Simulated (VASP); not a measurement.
# Ag (Pm-3m) in VASP: a series of runs, part 2 of 3

VASP 6.6.1.

## Step 3: Single point, LDA (volume scaled by 0.52)

Input file INCAR:

```
SYSTEM = Ag
PREC = Accurate
ENCUT = 520
EDIFF = 1E-6
ISMEAR = -1
SIGMA = 0.1
LREAL = .False.
LASPH = .True.
NELM = 60
ALGO = Normal
ISIF = 2
LWAVE = .False.
LCHARG = .False.
GGA = CA
NBANDS = 12
```

Input file KPOINTS:

```
Automatic mesh
0
Gamma
  16 16 16
  0 0 0
```

Input file POSCAR:

```
Ag
1.0
    2.1284660523      0.0000000000      0.0000000000
    0.0000000000      2.1284660523      0.0000000000
    0.0000000000      0.0000000000      2.1284660523
Ag
1
Direct
    0.0000000000      0.0000000000      0.0000000000
```

Potentials or basis: VASP PAW LDA potentials, release 64 (Ag).

Launch:

```bash
> cat potpaw_LDA.64/Ag/POTCAR > POTCAR
> mpirun -np 1 vasp_std > vasp.out
```

OUTCAR:

```text
SYSTEM = Ag
   PREC = Accurate
   ENCUT = 520
   EDIFF = 1E-6
   ISMEAR = -1
   LREAL = .False.
   LASPH = .True.
   NELM = 60
   ISIF = 2
   GGA = CA

 ion  position               nearest neighbor table
   1  0.000  0.000  0.000-

  LATTYP: Found a simple cubic cell.
 ALAT       =     2.1284660523

  Lattice vectors:

 A1 = (   2.1284660523,   0.0000000000,   0.0000000000)
 A2 = (   0.0000000000,   2.1284660523,   0.0000000000)
 A3 = (   0.0000000000,   0.0000000000,   2.1284660523)

Analysis of symmetry for initial positions (statically):
=====================================================================
 Subroutine PRICEL returns:
 Original cell was already a primitive cell.

 Routine SETGRP: Setting up the symmetry group for a
 simple cubic supercell.

 Subroutine GETGRP returns: Found 48 space group operations
 (whereof 48 operations were pure point group operations)
 out of a pool of 48 trial point group operations.

The static configuration has the point symmetry O_h .

Analysis of symmetry for dynamics (positions and initial velocities):
=====================================================================
 Subroutine PRICEL returns:
 Original cell was already a primitive cell.

 Routine SETGRP: Setting up the symmetry group for a
 simple cubic supercell.

 Subroutine GETGRP returns: Found 48 space group operations
 (whereof 48 operations were pure point group operations)
 out of a pool of 48 trial point group operations.

The dynamic configuration has the point symmetry O_h .

 Subroutine INISYM returns: Found 48 space group operations
 (whereof 48 operations are pure point group operations),
 and found     1 'primitive' translations

----------------------------------------------------------------------------------------

                                     Primitive cell

  volume of cell :       9.6427
[... 111 lines left out ...]
   LORBIT       =      0    0 simple, 1 ext, 2 COOP (PROOUT), +10 PAW based schemes
   GGA     = CA    functional components
   LHFCALC =     F    Hartree Fock is set to
   AEXX    =    0.0000 exact exchange contribution
   IVDW    =     0    specifies the selected vdW correction
   LEPSILON=     F    determine dielectric tensor
   LRPA    =     F    only Hartree local field effects (RPA)
 non-spin polarized calculation
  energy-cutoff  :      520.00
  volume of cell :        9.64
 maximum number of plane-waves:       280
 NGX is ok and might be reduce to    16
   NGX =  7   NGY =  7   NGZ =  7

 number of electron      10.9999994 magnetization

 Free energy of the ion-electron system (eV)
  ---------------------------------------------------
  ext. energy  EPLUGINS =         0.00000000
  ---------------------------------------------------
  free energy    TOTEN  =         2.22242151 eV

  energy without entropy =        2.22817376  energy(sigma->0) =        2.22529763

 E-fermi :  19.6678     XC(G=0): -16.1081

 val. band max:       19.6255639977   @ k =   0.5000   0.5000   0.2500
 cond. band min:      19.6735879295   @ k =   0.5000   0.5000   0.3125
 fundamental gap:      0.0480239318
 Fermi energy:        19.6678344532

 k-point     1 :       0.0000    0.0000    0.0000
  band No.  band energies     occupation
      1       6.6814      2.00000
      2       6.8896      2.00000
      3       6.8896      2.00000
      4      16.8477      2.00000
      5      16.8477      2.00000
      6      16.8477      2.00000
      7      38.8067      0.00000
      8      38.8067      0.00000
      9      38.8067      0.00000
     10      49.2047      0.00000
     11      49.2047      0.00000
     12      49.7472      0.00000
[... 331 lines left out ...]
 k-point    24 :       0.5000    0.1250    0.0000
  band No.  band energies     occupation
      1       8.3861      2.00000
      2      10.1979      2.00000
      3      10.9912      2.00000
      4      13.2040      2.00000
      5      16.6378      2.00000
      6      17.9959      2.00000
      7      26.2054      0.00000
      8      37.7689      0.00000
      9      43.4058      0.00000
     10      45.2086      0.00000
     11      49.5445      0.00000
     12      53.2493      0.00000

 [... further k-points ...]

------------------------ aborting loop because EDIFF is reached ----------------------------------------

  FORCE on cell =-STRESS in cart. coord.  units (eV):
  Direction    XX          YY          ZZ          XY          YZ          ZX
  --------------------------------------------------------------------------------------
  -------------------------------------------------------------------------------------
  Total       23.4325393     23.4325393     23.4325393      0.0000000     -0.0000000      0.0000000
  in kB     3893.4065314   3893.4065314   3893.4065314      0.0000000     -0.0000000      0.0000000
  external PRESSURE =    3893.4065314 kB  Pullay stress =       0.0000000 kB

 VOLUME and BASIS-vectors are now :
 -----------------------------------------------------------------------------
  energy-cutoff  :      520.00
  volume of cell :        9.64
      direct lattice vectors                 reciprocal lattice vectors
     2.128466052  0.000000000  0.000000000     0.469821917  0.000000000  0.000000000
     0.000000000  2.128466052  0.000000000     0.000000000  0.469821917  0.000000000
     0.000000000  0.000000000  2.128466052     0.000000000  0.000000000  0.469821917

 POSITION                                       TOTAL-FORCE (eV/Angst)
 -----------------------------------------------------------------------------------
      0.00000      0.00000      0.00000         0.000000      0.000000      0.000000
 -----------------------------------------------------------------------------------
    total drift:                                0.000000      0.000000      0.000000

  FREE ENERGIE OF THE ION-ELECTRON SYSTEM (eV)
  ---------------------------------------------------
  free  energy   TOTEN  =         2.2224215104 eV

  energy  without entropy=        2.2281737554  energy(sigma->0) =        2.22529763
```

stdout:

```text
POSCAR found type information on POSCAR Ag
 POSCAR found :  1 types and       1 ions
 scaLAPACK will be used
 LDA part: xc-table for (Slater(with rela. corr.)+CA(PZ))
 , standard interpolation
 POSCAR, INCAR and KPOINTS ok, starting setup
 FFT: planning ... GRIDC
 FFT: planning ... GRID_SOFT
 FFT: planning ... GRID
 WAVECAR not read
 entering main loop
```

It took 12 s on 1 thread of AMD EPYC 7R43 (Zen 3), shared host; peak memory 0.09 GiB.

Results:

```
Free energy : 2.2224 eV
Pressure    : 389.3 GPa
```

(Part 2 of 3 ends here.)
